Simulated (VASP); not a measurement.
# CdTe (F-43m) in VASP: a series of runs

Runs on CdTe. Level: PBE. Tasks: single point.

Everything below comes from runs of VASP 6.6.1. Logs are shortened: lines on timing, memory, paths and dates and some standing lists are left out, and cuts for length are marked.

### Step 1. The cell of the first run

Symmetry: F-43m, No. 216, cubic system. The conventional cell has a = 6.279 Å, b = 6.279 Å, c = 6.279 Å, α = 90.00°, β = 90.00°, γ = 90.00°. Within 3.6 Å of Te (site symmetry -43m) lie 4 Cd at 2.72 Å. Cd (site symmetry -43m) has 4 Te at 2.72 Å within 3.6 Å.

### Step 2. Single point, PBE (volume scaled by 0.94)

File INCAR:

```
ALGO = Normal ; EDIFF = 1E-6
ENCUT = 520 ; GGA = PE
ISIF = 2 ; ISMEAR = -1
LASPH = True ; LCHARG = True
LELF = True ; LREAL = False
LVHAR = True ; LWAVE = False
NBANDS = 16 ; NELM = 100
PREC = Accurate ; SIGMA = 0.05
```

File KPOINTS:

```
k-points
0
Gamma
  7 7 7
```

File POSCAR:

```
CdTe
1.0
    0.0000000000      3.1395734784      3.1395734784
    3.1395734784      0.0000000000      3.1395734784
    3.1395734784      3.1395734784      0.0000000000
Te Cd
1 1
Direct
    0.7500000000      0.7500000000      0.7500000000
    0.0000000000      0.0000000000      0.0000000000
```

Potentials or basis: VASP PAW PBE potentials, release 64 (Te, Cd).

On the command line:

```bash
$ cat potpaw_PBE.64/Te/POTCAR potpaw_PBE.64/Cd/POTCAR > POTCAR
$ mpirun -np 1 vasp_std > vasp.out
```

OUTCAR:

```text
EDIFF = 1E-6
   ENCUT = 520
   GGA = PE
   ISIF = 2
   ISMEAR = -1
   LASPH = True
   LREAL = False
   NELM = 100
   PREC = Accurate

 ion  position               nearest neighbor table
   1  0.750  0.750  0.750-   2 2.72   2 2.72   2 2.72   2 2.72
   2  0.000  0.000  0.000-   1 2.72   1 2.72   1 2.72   1 2.72

  LATTYP: Found a face centered cubic cell.
 ALAT       =     6.2791469568

  Lattice vectors:

 A1 = (   0.0000000000,   3.1395734784,   3.1395734784)
 A2 = (   3.1395734784,   0.0000000000,   3.1395734784)
 A3 = (   3.1395734784,   3.1395734784,   0.0000000000)

Analysis of symmetry for initial positions (statically):
=====================================================================
 Subroutine PRICEL returns:
 Original cell was already a primitive cell.

 Routine SETGRP: Setting up the symmetry group for a
 face centered cubic supercell.

 Subroutine GETGRP returns: Found 24 space group operations
 (whereof 24 operations were pure point group operations)
 out of a pool of 48 trial point group operations.

The static configuration has the point symmetry T_d .

Analysis of symmetry for dynamics (positions and initial velocities):
=====================================================================
 Subroutine PRICEL returns:
 Original cell was already a primitive cell.

 Routine SETGRP: Setting up the symmetry group for a
 face centered cubic supercell.

 Subroutine GETGRP returns: Found 24 space group operations
 (whereof 24 operations were pure point group operations)
 out of a pool of 48 trial point group operations.

The dynamic configuration has the point symmetry T_d .

 Subroutine INISYM returns: Found 24 space group operations
 (whereof 24 operations are pure point group operations),
 and found     1 'primitive' translations

----------------------------------------------------------------------------------------

                                     Primitive cell

  volume of cell :      61.8931

  direct lattice vectors                    reciprocal lattice vectors
     0.000000000  3.139573478  3.139573478    -0.159257301  0.159257301  0.159257301
     3.139573478  0.000000000  3.139573478     0.159257301 -0.159257301  0.159257301
     3.139573478  3.139573478  0.000000000     0.159257301  0.159257301 -0.159257301

  length of vectors
     4.440027393  4.440027393  4.440027393     0.275841738  0.275841738  0.275841738

  position of ions in fractional coordinates (direct lattice)
     0.750000000  0.750000000  0.750000000
     0.000000000  0.000000000  0.000000000

  ion indices of the primitive-cell ions
   primitive index   ion index
                 1           1
                 2           2

----------------------------------------------------------------------------------------

 KPOINTS: k-points

Automatic generation of k-mesh.
 Grid dimensions read from file:
 generate k-points for:    7    7    7

 Generating k-lattice:

  Cartesian coordinates                     Fractional coordinates (reciprocal lattice)
    -0.022751043  0.022751043  0.022751043     0.142857143  0.000000000  0.000000000
     0.022751043 -0.022751043  0.022751043     0.000000000  0.142857143  0.000000000
     0.022751043  0.022751043 -0.022751043     0.000000000  0.000000000  0.142857143

  Length of vectors
     0.039405963  0.039405963  0.039405963

  Shift w.r.t. Gamma in fractional coordinates (k-lattice)
     0.000000000  0.000000000  0.000000000

 Subroutine IBZKPT returns following result:
 ===========================================

 Found     20 irreducible k-points:

 Following reciprocal coordinates:
            Coordinates               Weight
  0.000000  0.000000  0.000000      1.000000
  0.142857  0.000000  0.000000      8.000000
  0.285714  0.000000  0.000000      8.000000
  0.428571  0.000000  0.000000      8.000000
  0.142857  0.142857  0.000000      6.000000
  0.285714  0.142857  0.000000     24.000000
[... 12 lines left out ...]
 -0.428571  0.428571  0.142857     24.000000
 -0.285714  0.428571  0.142857     24.000000
   k-points           NKPTS =     20   k-points in BZ     NKDIM =     20   number of bands    NBANDS=     16
   number of dos      NEDOS =    301   number of ions     NIONS =      2
   total plane-waves  NPLWV =  46656
   dimension x,y,z NGX =    36 NGY =   36 NGZ =   36
   dimension x,y,z NGXF=    72 NGYF=   72 NGZF=   72
   ions per type =               1   1
   NGX,Y,Z   is equivalent  to a cutoff of  13.48, 13.48, 13.48 a.u.
   NGXF,Y,Z  is equivalent  to a cutoff of  26.96, 26.96, 26.96 a.u.
 SYSTEM =  unknown system
   PREC   = accura    normal or accurate (medium, high low for compatibility)
   ISTART =      0    job   : 0-new  1-cont  2-samecut
   ICHARG =      2    charge: 1-file 2-atom 10-const
   ISPIN  =      1    spin polarized calculation?
   LNONCOLLINEAR =      F non collinear calculations
   LSORBIT =      F    spin-orbit coupling
   LASPH  =      T    aspherical Exc in radial PAW
   ENCUT  =  520.0 eV  38.22 Ry    6.18 a.u.   8.26  8.26  8.26*2*pi/ulx,y,z
   NELM   =    100;   NELMIN=  2; NELMDL= -5     # of ELM steps
   EDIFF  = 0.1E-05   stopping-criterion for ELM
   LREAL  =      F    real-space projection
   EDIFFG = 0.1E-04   stopping-criterion for IOM
   NSW    =      0    number of steps for IOM
   IBRION =     -1    ionic relax: 0-MD 1-quasi-New 2-CG
   NFREE  =      0    steps in history (QN), initial steepest desc. (CG)
   ISIF   =      2    stress and relaxation
   ISYM   =      2    0-nonsym 1-usesym 2-fastsym
   POTIM  = 0.5000    time-step for ionic-motion
   TEBEG  =    0.0;   TEEND  =   0.0 temperature during run
   PSTRESS=    0.0 pullay stress
   NELECT =      18.0000    total number of electrons
   NUPDOWN=      -1.0000    fix difference up-down
   EMIN   =  10.00;   EMAX   =-10.00  energy-range for DOS
   EFERMI =   0.00;   METHOD = LEGACY
   ISMEAR =    -1;   SIGMA  =   0.05  broadening in eV -4-tet -1-fermi 0-gaus
   EFERMI_NEDOS =   21; number of points for ismear=-14 and -15
   IALGO  =     38    algorithm
   IMIX   =      4    mixing-type and parameters
     AMIX     =   0.40;   BMIX     =  1.00
     AMIX_MAG =   1.60;   BMIX_MAG =  1.00
  volume/ion in A,a.u.               =      30.95       208.84
  Fermi-wavevector in a.u.,A,eV,Ry     =   1.084638  2.049670 16.006447  1.176441
  Thomas-Fermi vector in A             =   2.220733
   LORBIT       =      0    0 simple, 1 ext, 2 COOP (PROOUT), +10 PAW based schemes
   GGA     = PE    functional components
   LHFCALC =     F    Hartree Fock is set to
   AEXX    =    0.0000 exact exchange contribution
   IVDW    =     0    specifies the selected vdW correction
   LEPSILON=     F    determine dielectric tensor
   LRPA    =     F    only Hartree local field effects (RPA)
 non-spin polarized calculation
  energy-cutoff  :      520.00
  volume of cell :       61.89
 maximum number of plane-waves:      1687
 NGX is ok and might be reduce to    36
   NGX = 17   NGY = 17   NGZ = 17

 number of electron      18.0000003 magnetization

 Free energy of the ion-electron system (eV)
  ---------------------------------------------------
  ext. energy  EPLUGINS =         0.00000000
  ---------------------------------------------------
  free energy    TOTEN  =        -4.57143600 eV

  energy without entropy =       -4.57143571  energy(sigma->0) =       -4.57143585

 E-fermi :   3.8315     XC(G=0):  -9.0133

 val. band max:        3.2685243942   @ k =   0.0000   0.0000   0.0000
 cond. band min:       4.3355168656   @ k =   0.0000   0.0000   0.0000
 fundamental gap:      1.0669924714
 Fermi energy:         3.8315077299

 k-point     1 :       0.0000    0.0000    0.0000
  band No.  band energies     occupation
      1      -8.4994      2.00000
      2      -5.3989      2.00000
      3      -5.3989      2.00000
      4      -5.3989      2.00000
      5      -5.0611      2.00000
      6      -5.0611      2.00000
[... 8 lines left out ...]
     15      12.7872      0.00000
     16      12.7872      0.00000

 k-point     2 :       0.1429    0.0000    0.0000
  band No.  band energies     occupation
      1      -8.4069      2.00000
      2      -5.3805      2.00000
      3      -5.3805      2.00000
      4      -5.3334      2.00000
      5      -5.0628      2.00000
      6      -5.0628      2.00000
[... 8 lines left out ...]
     15      11.8712      0.00000
     16      11.8712      0.00000

 k-point     3 :       0.2857    0.0000    0.0000
  band No.  band energies     occupation
      1      -8.1973      2.00000
      2      -5.3434      2.00000
      3      -5.3434      2.00000
      4      -5.0937      2.00000
      5      -5.0609      2.00000
      6      -5.0609      2.00000
[... 8 lines left out ...]
     15      11.9125      0.00000
     16      11.9125      0.00000

 k-point     4 :       0.4286    0.0000    0.0000
  band No.  band energies     occupation
      1      -8.0319      2.00000
      2      -5.3200      2.00000
      3      -5.3200      2.00000
      4      -5.0516      2.00000
      5      -5.0516      2.00000
      6      -4.7120      2.00000
[... 8 lines left out ...]
     15      13.2457      0.00000
     16      13.2457      0.00000

 k-point     5 :       0.1429    0.1429    0.0000
  band No.  band energies     occupation
      1      -8.3762      2.00000
      2      -5.3624      2.00000
      3      -5.3624      2.00000
      4      -5.3369      2.00000
      5      -5.0717      2.00000
      6      -5.0538      2.00000
[... 8 lines left out ...]
     15      12.3185      0.00000
     16      12.9628      0.00000

 k-point     6 :       0.2857    0.1429    0.0000
  band No.  band energies     occupation
      1      -8.2062      2.00000
      2      -5.3354      2.00000
      3      -5.3221      2.00000
      4      -5.1834      2.00000
      5      -5.0523      2.00000
      6      -5.0478      2.00000
[... 8 lines left out ...]
     15      12.8432      0.00000
     16      12.9333      0.00000

 k-point     7 :       0.4286    0.1429    0.0000
  band No.  band energies     occupation
      1      -8.0280      2.00000
      2      -5.3113      2.00000
      3      -5.2945      2.00000
      4      -5.0920      2.00000
      5      -5.0443      2.00000
      6      -4.7667      2.00000
[... 8 lines left out ...]
     15      13.0943      0.00000
     16      13.7934      0.00000

 k-point     8 :      -0.4286    0.1429    0.0000
  band No.  band energies     occupation
      1      -7.9747      2.00000
      2      -5.3027      2.00000
      3      -5.2941      2.00000
      4      -5.0663      2.00000
      5      -5.0542      2.00000
      6      -4.5792      2.00000
[... 8 lines left out ...]
     15      12.9979      0.00000
     16      13.2560      0.00000

 k-point     9 :      -0.2857    0.1429    0.0000
  band No.  band energies     occupation
      1      -8.0821      2.00000
      2      -5.3195      2.00000
      3      -5.3113      2.00000
      4      -5.0713      2.00000
      5      -5.0707      2.00000
      6      -4.8880      2.00000
[... 8 lines left out ...]
     15      12.5145      0.00000
     16      13.9181      0.00000
[... 96 lines left out ...]
 k-point    15 :       0.4286    0.4286    0.0000
  band No.  band energies     occupation
      1      -7.8890      2.00000
      2      -5.2116      2.00000
      3      -5.1946      2.00000
      4      -5.1946      2.00000
      5      -5.0239      2.00000
      6      -4.5553      2.00000
[... 8 lines left out ...]
     15      14.0959      0.00000
     16      15.7659      0.00000

 k-point    16 :      -0.4286    0.4286    0.0000
  band No.  band energies     occupation
      1      -7.8618      2.00000
      2      -5.2345      2.00000
      3      -5.1938      2.00000
      4      -5.1596      2.00000
      5      -5.0307      2.00000
      6      -4.4112      2.00000
[... 8 lines left out ...]
     15      13.9581      0.00000
     16      15.5178      0.00000

 k-point    17 :       0.4286    0.2857    0.1429
  band No.  band energies     occupation
      1      -8.0532      2.00000
      2      -5.2979      2.00000
      3      -5.2846      2.00000
      4      -5.1283      2.00000
      5      -5.0467      2.00000
      6      -4.8685      2.00000
[... 8 lines left out ...]
     15      13.8820      0.00000
     16      14.4413      0.00000

 k-point    18 :      -0.4286    0.2857    0.1429
  band No.  band energies     occupation
      1      -7.9351      2.00000
      2      -5.2784      2.00000
      3      -5.2621      2.00000
      4      -5.0973      2.00000
      5      -5.0532      2.00000
      6      -4.5408      2.00000
[... 8 lines left out ...]
     15      13.4858      0.00000
     16      14.3430      0.00000

 k-point    19 :      -0.4286    0.4286    0.1429
  band No.  band energies     occupation
      1      -7.8846      2.00000
      2      -5.2384      2.00000
      3      -5.2281      2.00000
      4      -5.1380      2.00000
      5      -5.0397      2.00000
      6      -4.4616      2.00000
[... 8 lines left out ...]
     15      14.3428      0.00000
     16      15.1968      0.00000

 k-point    20 :      -0.2857    0.4286    0.1429
  band No.  band energies     occupation
      1      -7.8730      2.00000
      2      -5.2527      2.00000
      3      -5.2316      2.00000
      4      -5.1040      2.00000
      5      -5.0596      2.00000
      6      -4.3661      2.00000
[... 8 lines left out ...]
     15      13.6873      0.00000
     16      15.7534      0.00000

------------------------ aborting loop because EDIFF is reached ----------------------------------------

  FORCE on cell =-STRESS in cart. coord.  units (eV):
  Direction    XX          YY          ZZ          XY          YZ          ZX
  --------------------------------------------------------------------------------------
  -------------------------------------------------------------------------------------
  Total        3.2009669      3.2009669      3.2009669      0.0000000      0.0000000     -0.0000000
  in kB       82.8609316     82.8609316     82.8609316      0.0000000      0.0000000     -0.0000000
  external PRESSURE =      82.8609316 kB  Pullay stress =       0.0000000 kB

 VOLUME and BASIS-vectors are now :
 -----------------------------------------------------------------------------
  energy-cutoff  :      520.00
  volume of cell :       61.89
      direct lattice vectors                 reciprocal lattice vectors
     0.000000000  3.139573478  3.139573478    -0.159257301  0.159257301  0.159257301
     3.139573478  0.000000000  3.139573478     0.159257301 -0.159257301  0.159257301
     3.139573478  3.139573478  0.000000000     0.159257301  0.159257301 -0.159257301

 POSITION                                       TOTAL-FORCE (eV/Angst)
 -----------------------------------------------------------------------------------
      4.70936      4.70936      4.70936        -0.000000     -0.000000     -0.000000
      0.00000      0.00000      0.00000         0.000000      0.000000      0.000000
 -----------------------------------------------------------------------------------
    total drift:                                0.000000      0.000000      0.000000

  FREE ENERGIE OF THE ION-ELECTRON SYSTEM (eV)
  ---------------------------------------------------
  free  energy   TOTEN  =        -4.5714359967 eV

  energy  without entropy=       -4.5714357073  energy(sigma->0) =       -4.57143585
```

Run time: 13 s. Hardware: 1 thread of Intel Xeon 6975P-C (Granite Rapids), shared host; peak memory 0.2 GiB.

What came out:

* Free energy: -4.5714 eV
* Pressure: 8.3 GPa
* Band gap on the k mesh: 1.07 eV, direct

Levels at points of the mesh, in eV from the valence-band top:
```csv
k point,band 5,band 6,band 7,band 8,band 9,band 10,band 11,band 12,band 13,band 14
"(0.00, 0.00, 0.00)",-8.33,-8.33,0.00,0.00,0.00,1.07,4.52,4.52,4.52,7.57
```

Caveat: spin-orbit coupling is left out, which moves the levels of the heavy elements.

### Step 3. Single point, PBE (volume scaled by 0.96)

File INCAR:

```
ALGO = Normal
EDIFF = 1E-7
ENCUT = 520
GGA = PE
ISIF = 2
ISMEAR = -1
LASPH = True
LCHARG = False
LREAL = False
LWAVE = False
NBANDS = 16
NELM = 100
PREC = Accurate
SIGMA = 0.05
```

KPOINTS is that of step 2.

File POSCAR:

```
CdTe
1.0
    0.0000000000      3.1616838793      3.1616838793
    3.1616838793      0.0000000000      3.1616838793
    3.1616838793      3.1616838793      0.0000000000
Te Cd
1 1
Direct
    0.7500000000      0.7500000000      0.7500000000
    0.0000000000      0.0000000000      0.0000000000
```

Potentials or basis: VASP PAW PBE potentials, release 64 (Te, Cd).

On the command line:

```bash
$ cat potpaw_PBE.64/Te/POTCAR potpaw_PBE.64/Cd/POTCAR > POTCAR
$ mpirun -np 1 vasp_std > vasp.out
```

It took 14 s on 1 thread of Intel Xeon 6975P-C (Granite Rapids), shared host; peak memory 0.2 GiB.

Results (log left out):

| Quantity | Value |
| --- | --- |
| Free energy | -4.6335 eV |
| Pressure | 6.8 GPa |
| Band gap on the k mesh | 1.00 eV, direct |

Levels at points of the mesh, in eV from the valence-band top:
```csv
k point,band 5,band 6,band 7,band 8,band 9,band 10,band 11,band 12,band 13,band 14
"(0.00, 0.00, 0.00)",-8.25,-8.25,0.00,0.00,0.00,1.00,4.54,4.54,4.54,7.55
```

Caveat: spin-orbit coupling is left out, which moves the levels of the heavy elements.

### Step 4. Single point, PBE (volume scaled by 0.98)

File INCAR:

```
PREC = Accurate
ENCUT = 520
EDIFF = 1E-6
ISMEAR = -1
SIGMA = 0.05
LREAL = False
LASPH = True
NELM = 80
ALGO = Normal
ISIF = 2
LWAVE = False
LCHARG = False
GGA = PE
NBANDS = 16
```

File KPOINTS:

```
Automatic mesh
0
Gamma
  7 7 7
```

File POSCAR:

```
CdTe
1.0
    0.0000000000      3.1834892848      3.1834892848
    3.1834892848      0.0000000000      3.1834892848
    3.1834892848      3.1834892848      0.0000000000
Te Cd
1 1
Direct
    0.7500000000      0.7500000000      0.7500000000
    0.0000000000      0.0000000000      0.0000000000
```

On the command line:

```bash
$ cat potpaw_PBE.64/Te/POTCAR potpaw_PBE.64/Cd/POTCAR > POTCAR
$ mpirun -np 1 vasp_std > vasp.out
```

It took 12 s on 1 thread of Intel Xeon 6975P-C (Granite Rapids), shared host; peak memory 0.2 GiB.

The run converged. Its results:

```
Free energy            : -4.6844 eV
Pressure               : 5.6 GPa
Band gap on the k mesh : 0.94 eV, direct
```

Levels at points of the mesh, in eV from the valence-band top:
```
           k point  band 5  band 6  band 7  band 8  band 9  band 10  band 11  band 12  band 13  band 14
(0.00, 0.00, 0.00)   -8.18   -8.18    0.00    0.00    0.00     0.94     4.56     4.56     4.56     7.53
```

Caveat: spin-orbit coupling is left out, which moves the levels of the heavy elements.

### Step 5. Overview

| cell | gap on the mesh (eV) | pressure (GPa) |
| --- | --- | --- |
| a = 4.440 Å, angles 60.0°, 2 atoms | 1.07 | 8.3 |
| a = 4.471 Å, angles 60.0°, 2 atoms | 1.00 | 6.8 |
| a = 4.502 Å, angles 60.0°, 2 atoms | 0.94 | 5.6 |

Alike in all rows: task single point; level PBE; potentials or basis VASP PAW PBE potentials, release 64 (Te, Cd); no spin polarisation; k mesh 7 × 7 × 7; cutoff (eV) 520; smearing fermi-dirac 0.05 eV.

Caveats: spin-orbit coupling is left out, which moves the levels of the heavy elements.

Total energies depend on the potentials used, so only differences within one code and one set of settings carry meaning.
